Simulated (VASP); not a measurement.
A run of VASP 6.6.1 is set up as follows.

The input POSCAR:

```
C
1.0
    0.0000000000      1.7801241434      1.7801241434
    1.7801241434      0.0000000000      1.7801241434
    1.7801241434      1.7801241434      0.0000000000
C
2
Direct
    0.0000000000      0.0000000000      0.0000000000
    0.2500000000      0.2500000000      0.2500000000
```

Contents of INCAR.step1:

```
PREC     = Accurate       # precision mode
ENCUT    = 500            # plane-wave cutoff, eV
EDIFF    = 1E-8           # SCF threshold, eV
ISMEAR   = 0              # smearing method
SIGMA    = 0.01           # smearing width, eV
LREAL    = False          # projectors in reciprocal space
LASPH    = True           # aspherical terms in the spheres
NELM     = 60             # most SCF steps
ALGO     = Normal         # electronic algorithm
LWAVE    = True           # write WAVECAR
LCHARG   = False          # write CHGCAR
GGA      = PE             # functional
```

The input INCAR.step2:

```
PREC     = Accurate       # precision mode
ENCUT    = 500            # plane-wave cutoff, eV
EDIFF    = 1E-8           # SCF threshold, eV
ISMEAR   = 0              # smearing method
SIGMA    = 0.01           # smearing width, eV
LREAL    = False          # projectors in reciprocal space
LASPH    = True           # aspherical terms in the spheres
NELM     = 1              # most SCF steps
ALGO     = Exact          # electronic algorithm
LWAVE    = True           # write WAVECAR
LCHARG   = False          # write CHGCAR
GGA      = PE             # functional
NBANDS   = 34             # bands
LOPTICS  = True           # frequency-dependent dielectric function
ISTART   = 1
```

Contents of INCAR.step3:

```
PREC     = Accurate       # precision mode
ENCUT    = 500            # plane-wave cutoff, eV
EDIFF    = 1E-8           # SCF threshold, eV
ISMEAR   = 0              # smearing method
SIGMA    = 0.01           # smearing width, eV
LREAL    = False          # projectors in reciprocal space
LASPH    = True           # aspherical terms in the spheres
ALGO     = EVGW0          # electronic algorithm
LWAVE    = False          # write WAVECAR
LCHARG   = False          # write CHGCAR
GGA      = PE             # functional
NELMGW   = 1            
NBANDS   = 34             # bands
ENCUTGW  = 80.0           # cutoff of the response function
NOMEGA   = 48             # frequency points
PRECFOCK = Fast         
ISTART   = 1            
NBANDSGW = 12
```

The input KPOINTS:

```
Automatic mesh
0
Gamma
  10 10 10
```

Potentials or basis: VASP PAW PBE potentials, release 64 (C_GW).

The run is started by

```console
$ cat potpaw_PBE.64/C_GW/POTCAR > POTCAR
$ cp INCAR.step1 INCAR
$ mpirun -np 1 vasp_std > vasp.out
$ cp INCAR.step2 INCAR
$ mpirun -np 1 vasp_std > vasp.out
$ cp INCAR.step3 INCAR
$ mpirun -np 1 vasp_std > vasp.out
```

Problem. Estimate the quasiparticle gap.

Solution. 5.11 eV.

Problem. Predict the least direct quasiparticle gap.

Solution. 7.10 eV.

Problem. Estimate the band gap of the starting levels on the mesh.

Solution. 4.18 eV.

Problem. Predict the least direct gap of the starting levels on the mesh.

Solution. 5.61 eV.

Caveat: bands, screening cutoff and mesh are small and nothing is extrapolated, so the quasiparticle values aren't converged.
